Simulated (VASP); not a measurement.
# WS2 (R3m) in VASP: single point with PBEsol

Aim: the single point of WS2 with PBEsol.

Everything below comes from runs of VASP 6.6.1. Logs are shortened: lines on timing, memory, paths and dates and some standing lists are left out, and cuts for length are marked.

## Step 1: The cell of the first run

Symmetry: R3m, No. 160, trigonal system. Conventional cell: a = 3.179 Å, b = 3.179 Å, c = 18.612 Å, α = 90.00°, β = 90.00°, γ = 120.00°. W (site symmetry 3m) has 6 S at 2.41 to 2.43 Å and 6 W at 3.18 Å within 3.2 Å. S (site symmetry 3m) has 3 W at 2.43 Å and 7 S at 3.15 to 3.18 Å within 3.2 Å. Within 3.2 Å of S (site symmetry 3m) lie 3 W at 2.41 Å and 7 S at 3.15 to 3.18 Å.

## Step 2: Single point, PBEsol, non-collinear spin, zero start, spin-orbit coupling

Contents of INCAR:

```
SYSTEM = WS2
ALGO = Normal
EDIFF = 1E-7
ENCUT = 520
GGA = PS
GGA_COMPAT = .FALSE.
ISIF = 2
ISMEAR = -5
LASPH = .TRUE.
LCHARG = .FALSE.
LMAXMIX = 4
LORBIT = 11
LORBMOM = .TRUE.
LREAL = .FALSE.
LSORBIT = .TRUE.
LWAVE = .FALSE.
MAGMOM = 0 0 0 0 0 0 0 0 0
NBANDS = 39
NELM = 150
PREC = Accurate
SIGMA = 0.05
```

Contents of KPOINTS:

```
k-points
0
G
  7 7 7
  0 0 0
```

Contents of POSCAR:

```
WS2
1.0
    1.5894572584      0.9176735760      6.2041512999
   -1.5894572584      0.9176735760      6.2041512999
    0.0000000000     -1.8353471520      6.2041512999
W S
1 2
Direct
    0.0000000000      0.0000000000      0.0000000000
    0.5810000000      0.5810000000      0.5810000000
    0.7503000000      0.7503000000      0.7503000000
```

Potentials or basis: VASP PAW PBE potentials, release 64 (W_sv, S).

Command:

```bash
$ cat potpaw_PBE.64/W_sv/POTCAR potpaw_PBE.64/S/POTCAR > POTCAR
$ mpirun -np 1 vasp_ncl > vasp.out
```

OUTCAR:

```text
SYSTEM = WS2
   EDIFF = 1E-7
   ENCUT = 520
   GGA = PS
   ISIF = 2
   ISMEAR = -5
   LASPH = .TRUE.
   LORBIT = 11
   LREAL = .FALSE.
   LSORBIT = .TRUE.
   NELM = 150
   PREC = Accurate

 ion  position               nearest neighbor table
   1  0.000  0.000  0.000-   3 2.41   3 2.41   3 2.41   2 2.43   2 2.43   2 2.43
   2  0.581  0.581  0.581-   1 2.43   1 2.43   1 2.43
   3  0.750  0.750  0.750-   1 2.41   1 2.41   1 2.41

  LATTYP: Found a trigonal (rhomboedric) cell.
 ALAT       =     6.4699298698
 COS(alpha) =     0.8792940837

  Lattice vectors:

 A1 = (   1.5894572584,   0.9176735760,   6.2041512999)
 A2 = (  -1.5894572584,   0.9176735760,   6.2041512999)
 A3 = (   0.0000000000,  -1.8353471520,   6.2041512999)

Analysis of symmetry for initial positions (statically):
=====================================================================
 Subroutine PRICEL returns:
 Original cell was already a primitive cell.

 Routine SETGRP: Setting up the symmetry group for a
 trigonal (rhombohedral) supercell.

 Subroutine GETGRP returns: Found  6 space group operations
 (whereof  6 operations were pure point group operations)
 out of a pool of 12 trial point group operations.

The static configuration has the point symmetry C_3v.

Analysis of symmetry for dynamics (positions and initial velocities):
=====================================================================
 Subroutine PRICEL returns:
 Original cell was already a primitive cell.

 Routine SETGRP: Setting up the symmetry group for a
 trigonal (rhombohedral) supercell.

 Subroutine GETGRP returns: Found  6 space group operations
 (whereof  6 operations were pure point group operations)
 out of a pool of 12 trial point group operations.

The dynamic configuration has the point symmetry C_3v.

Analysis of structural, dynamic, and magnetic symmetry:
=====================================================================
 Subroutine PRICEL returns:
 Original cell was already a primitive cell.

 Routine SETGRP: Setting up the symmetry group for a
 trigonal (rhombohedral) supercell.

 Subroutine GETGRP returns: Found  6 space group operations
 (whereof  6 operations were pure point group operations)
 out of a pool of 12 trial point group operations.

The overall configuration has the point symmetry C_3v.

 Subroutine INISYM returns: Found  6 space group operations
 (whereof  6 operations are pure point group operations),
 and found     1 'primitive' translations

----------------------------------------------------------------------------------------

                                     Primitive cell

  volume of cell :      54.2964

  direct lattice vectors                    reciprocal lattice vectors
     1.589457258  0.917673576  6.204151300     0.314572787  0.181618683  0.053727467
    -1.589457258  0.917673576  6.204151300    -0.314572787  0.181618683  0.053727467
     0.000000000 -1.835347152  6.204151300     0.000000000 -0.363237367  0.053727467

  length of vectors
     6.469929870  6.469929870  6.469929870     0.367189359  0.367189359  0.367189359

  position of ions in fractional coordinates (direct lattice)
     0.000000000  0.000000000  0.000000000
     0.581000000  0.581000000  0.581000000
     0.750300000  0.750300000  0.750300000

  ion indices of the primitive-cell ions
   primitive index   ion index
                 1           1
                 2           2
                 3           3

----------------------------------------------------------------------------------------

 KPOINTS: k-points

Automatic generation of k-mesh.
 Grid dimensions read from file:
 generate k-points for:    7    7    7

 Generating k-lattice:

  Cartesian coordinates                     Fractional coordinates (reciprocal lattice)
     0.044938970  0.025945526  0.007675352     0.142857143  0.000000000  0.000000000
    -0.044938970  0.025945526  0.007675352     0.000000000  0.142857143  0.000000000
     0.000000000 -0.051891052  0.007675352     0.000000000  0.000000000  0.142857143
[... 99 lines left out ...]

 number of electron      26.0000002 magnetization       0.0000000     -0.0000000      0.0000000

 Free energy of the ion-electron system (eV)
  ---------------------------------------------------
  ext. energy  EPLUGINS =         0.00000000
  ---------------------------------------------------
  free energy    TOTEN  =       -26.01162510 eV

  energy without entropy =      -26.01162510  energy(sigma->0) =      -26.01162510

 E-fermi :   7.1121     XC(G=0): -11.0184

 val. band max:        7.1098478486   @ k =  -0.4286  -0.4286  -0.4286
 cond. band min:       8.1461115432   @ k =  -0.1429   0.1429   0.0000
 fundamental gap:      1.0362636946
 Fermi energy:         7.1121022515

 k-point     1 :       0.0000    0.0000    0.0000
  band No.  band energies     occupation
      1     -67.4878      1.00000
      2     -67.4878      1.00000
      3     -37.5456      1.00000
      4     -37.5456      1.00000
      5     -28.9134      1.00000
      6     -28.9134      1.00000
[... 973 lines left out ...]
     37      14.2571      0.00000
     38      14.5360      0.00000

 [... further k-points ...]

 [bands above 38 left out]

------------------------ aborting loop because EDIFF is reached ----------------------------------------

  FORCE on cell =-STRESS in cart. coord.  units (eV):
  Direction    XX          YY          ZZ          XY          YZ          ZX
  --------------------------------------------------------------------------------------
  -------------------------------------------------------------------------------------
  Total       -1.2423947     -1.2423947     -1.0112084      0.0000000      0.0000000      0.0000000
  in kB      -36.6605897    -36.6605897    -29.8387434      0.0000000      0.0000000      0.0000000
  external PRESSURE =     -34.3866409 kB  Pullay stress =       0.0000000 kB

 VOLUME and BASIS-vectors are now :
 -----------------------------------------------------------------------------
  energy-cutoff  :      520.00
  volume of cell :       54.30
      direct lattice vectors                 reciprocal lattice vectors
     1.589457258  0.917673576  6.204151300     0.314572787  0.181618683  0.053727467
    -1.589457258  0.917673576  6.204151300    -0.314572787  0.181618683  0.053727467
     0.000000000 -1.835347152  6.204151300     0.000000000 -0.363237367  0.053727467

 POSITION                                       TOTAL-FORCE (eV/Angst)
 -----------------------------------------------------------------------------------
      0.00000      0.00000      0.00000         0.000000      0.000000     -0.570846
      0.00000      0.00000     10.81384         0.000000     -0.000000      0.651439
      0.00000      0.00000     13.96492         0.000000     -0.000000     -0.080593
 -----------------------------------------------------------------------------------
    total drift:                               -0.000000      0.000000      0.000013

  FREE ENERGIE OF THE ION-ELECTRON SYSTEM (eV)
  ---------------------------------------------------
  free  energy   TOTEN  =       -26.0116250967 eV

  energy  without entropy=      -26.0116250967  energy(sigma->0) =      -26.01162510

 orbital moment (x)

 # of ion     p       d       tot
 ----------------------------------------
  1        -0.000  -0.000  -0.000
  2         0.000   0.000   0.000
  3         0.000   0.000   0.000
 ----------------------------------------
            0.000  -0.000  -0.000

 orbital moment (y)

 # of ion     p       d       tot
 ----------------------------------------
  1         0.000   0.000   0.000
  2        -0.000   0.000  -0.000
  3        -0.000   0.000  -0.000
 ----------------------------------------
           -0.000   0.000   0.000

 orbital moment (z)

 # of ion     p       d       tot
 ----------------------------------------
  1         0.000   0.000   0.000
  2         0.000   0.000   0.000
  3         0.000   0.000   0.000
 ----------------------------------------
            0.000   0.000   0.000

 Spin-Orbit-Coupling matrix elements

 Ion:    1  E_soc:     -1.4989538
 l=   1
     0.0000000    -0.2222980    -0.2232012
    -0.2222980     0.0000000    -0.2222980
    -0.2232012    -0.2222980     0.0000000
 l=   2
     0.0000000    -0.0051932     0.0000000    -0.0051932    -0.0229318
    -0.0051932     0.0000000    -0.0167791    -0.0044167    -0.0051932
     0.0000000    -0.0167791     0.0000000    -0.0167791     0.0000000
    -0.0051932    -0.0044167    -0.0167791     0.0000000    -0.0051932
    -0.0229318    -0.0051932     0.0000000    -0.0051932     0.0000000
 l=   3
     0.0000000     0.0000000     0.0000000     0.0000000     0.0000000     0.0000000     0.0000000
     0.0000000     0.0000000     0.0000000     0.0000000     0.0000000     0.0000000     0.0000000
     0.0000000     0.0000000     0.0000000     0.0000000     0.0000000     0.0000000     0.0000000
     0.0000000     0.0000000     0.0000000     0.0000000     0.0000000     0.0000000     0.0000000
[... 29 lines left out ...]
 l=   2
     0.0000000     0.0000000     0.0000000     0.0000000     0.0000000
     0.0000000     0.0000000     0.0000000     0.0000000     0.0000000
     0.0000000     0.0000000     0.0000000     0.0000000     0.0000000
     0.0000000     0.0000000     0.0000000     0.0000000     0.0000000
     0.0000000     0.0000000     0.0000000     0.0000000     0.0000000
 l=   3
     0.0000000     0.0000000     0.0000000     0.0000000     0.0000000     0.0000000     0.0000000
     0.0000000     0.0000000     0.0000000     0.0000000     0.0000000     0.0000000     0.0000000
     0.0000000     0.0000000     0.0000000     0.0000000     0.0000000     0.0000000     0.0000000
     0.0000000     0.0000000     0.0000000     0.0000000     0.0000000     0.0000000     0.0000000
     0.0000000     0.0000000     0.0000000     0.0000000     0.0000000     0.0000000     0.0000000
     0.0000000     0.0000000     0.0000000     0.0000000     0.0000000     0.0000000     0.0000000
     0.0000000     0.0000000     0.0000000     0.0000000     0.0000000     0.0000000     0.0000000

 total charge

# of ion       s       p       d       tot
------------------------------------------
    1        2.321   6.327   3.387  12.035
    2        1.355   2.325   0.000   3.680
    3        1.353   2.342   0.000   3.694
--------------------------------------------------
tot          5.028  10.993   3.387  19.409

 magnetization (x)

# of ion       s       p       d       tot
------------------------------------------
    1        0.000  -0.000   0.000  -0.000
    2        0.000   0.000   0.000   0.000
    3        0.000   0.000   0.000   0.000
--------------------------------------------------
tot          0.000  -0.000   0.000  -0.000

 magnetization (y)

# of ion       s       p       d       tot
------------------------------------------
    1        0.000   0.000   0.000   0.000
    2        0.000   0.000   0.000   0.000
    3       -0.000   0.000   0.000  -0.000
--------------------------------------------------
tot         -0.000   0.000   0.000   0.000

 magnetization (z)

# of ion       s       p       d       tot
------------------------------------------
    1        0.000   0.000   0.000   0.000
    2        0.000   0.000   0.000   0.000
    3        0.000   0.000   0.000   0.000
--------------------------------------------------
tot          0.000   0.000   0.000   0.000
```

It took 24 min on 1 thread of Oxide Virtual Turin-like, shared host; peak memory 0.82 GiB.

What came out:

```yaml
Free_energy: -26.0116 eV
Pressure: -3.4 GPa
Largest_force: 0.651 eV/Å
Net_moment: 0.00 μB per cell
Valence_electrons_inside_the_program's_atomic_spheres: W 12.04; S 3.68, 3.69
```

Forces on the atoms (eV/Å):
```
W    0.000  0.000 -0.571
S    0.000  0.000  0.651
S    0.000  0.000 -0.081
```

Moments on the atoms (μB; x, y, z):
```
W   0.00 0.00 0.00
S   0.00 0.00 0.00
S   0.00 0.00 0.00
```

Caveat: the cell stands under tension; the PAW data sets were made with another functional, which shifts forces and pressure a little.
